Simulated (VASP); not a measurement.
Wanted: the native input for a VASP 6.6.1 run.

```
Task                   : single point
Functional             : PBE
Potentials or basis    : VASP PAW PBE potentials, release 64 (Ti_sv, B)
Cutoff                 : 520 eV
k mesh                 : 18 × 18 × 14
Occupations            : gaussian, width 0.1 eV
Spin                   : no spin polarisation
Dipole correction      : no
Further INCAR settings : ALGO = Normal; EDIFF = 1e-06; NBANDS = 16
```

The structure of TiB2 lies in POSCAR:

```
TiB2
1.0
    3.0053314471      0.0000000000      0.0000000000
   -1.5026657236      2.6026933800      0.0000000000
    0.0000000000      0.0000000000      3.1828449162
Ti B
1 2
Direct
    0.0000000000      0.0000000000      0.0000000000
    0.3333333333      0.6666666667      0.5000000000
    0.6666666667      0.3333333333      0.5000000000
```

This cell differs from its parent crystal: volume scaled by 0.97, then relaxed in part.

One way to write it, as run:

INCAR

```
SYSTEM = TiB2
PREC = Accurate ; ENCUT = 520
EDIFF = 1E-6 ; ISMEAR = 0
SIGMA = 0.1 ; LREAL = .FALSE.
LASPH = .TRUE. ; NELM = 100
ALGO = Normal ; ISIF = 2
LWAVE = .FALSE. ; LCHARG = .TRUE.
GGA = PE ; LELF = .TRUE.
LVHAR = .TRUE. ; NBANDS = 16
```

KPOINTS

```
Automatic mesh
0
G
  18 18 14
  0 0 0
```

Potentials or basis: VASP PAW PBE potentials, release 64 (Ti_sv, B).

The run is started by

```sh
$ cat potpaw_PBE.64/Ti_sv/POTCAR potpaw_PBE.64/B/POTCAR > POTCAR
$ mpirun -np 1 vasp_std > vasp.out
```

Results of the run:

```json
{
  "Pressure": "8.4 GPa",
  "Band gap on the k mesh": "zero (band 9 reaches 10.73 eV, above the bottom of band 10 at 10.11 eV)"
}
```

Wall time 57 s on 1 thread of Intel Xeon 6975P-C, with other jobs on the host, peak memory 0.23 GiB.
